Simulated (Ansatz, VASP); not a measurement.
## One calculation of Ga, two programs

```
Ga
1.0
    -1.68430    1.68430    1.68430
     1.68430   -1.68430    1.68430
     1.68430    1.68430   -1.68430
Ga
1
Cartesian
  0.0000 0.0000 0.0000
```

Alike in both runs: task single point; functional HSE06; k mesh 8 × 8 × 8; occupations gaussian, width 0.05 eV; no spin polarisation.

```csv
,VASP,Ansatz
version,VASP 6.6.1,Ansatz 0.2.0
potentials or method,"VASP PAW PBE potentials, release 64 (Ga_d), cutoff 520 eV","scalar-relativistic, plane waves, PAW"
valence electrons in the cell,13,13
```

```tsv
	VASP	Ansatz	Ansatz less VASP
gap on the k mesh at the Fermi level (eV)	none	none	-
pressure (GPa)	-0.4	-0.7	-0.29
```

A gap of «none» marks a metal or a gap that the smearing closes. Ansatz's warnings: filled band counts differ across k points, stress exchange threshold loose, stress scf threshold loose.
